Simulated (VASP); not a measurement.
BiH4, 5 atoms in the cell. Symmetry: Im-3m, No. 229, cubic system. Conventional cell: a = 4.919 Å, b = 4.919 Å, c = 4.919 Å, α = 90.00°, β = 90.00°, γ = 90.00°. Within 2.8 Å of Bi (site symmetry m-3m) lie 8 H at 2.13 Å. Within 2.8 Å of H (site symmetry -3m) lie 2 Bi at 2.13 Å and 6 H at 2.46 Å. The cell was built from a structure type or drawn by symmetry, and may not be a known phase.

```yaml
Program: VASP 6.6.1
Task: relaxation of cell and atoms
Functional: PBE
Potentials_or_basis: VASP PAW PBE potentials, release 64 (Bi_d, H)
Cutoff: 600 eV
k_mesh: 12 × 12 × 12
Occupations: gaussian, width 0.1 eV
Spin: no spin polarisation
Dipole_correction: no
Further_INCAR_settings: ALGO = Normal; EDIFF = 1e-06; IBRION = 2; EDIFFG = -0.01; NSW = 100; ISIF = 3
```

Potentials or basis: VASP PAW PBE potentials, release 64 (Bi_d, H).

Command:

```console
$ cat potpaw_PBE.64/Bi_d/POTCAR potpaw_PBE.64/H/POTCAR > POTCAR
$ mpirun -np 1 vasp_std > vasp.out
```

Hardware: 1 thread of Intel(R) Xeon(R) Platinum 8488C (Sapphire Rapids) (shared host).

How long does it take, and how much memory?

It took 110 s on 1 thread of Intel(R) Xeon(R) Platinum 8488C (Sapphire Rapids), on a shared host, peak memory 0.26 GiB. Counts: scf iterations 26, k points 72, ion steps 3.
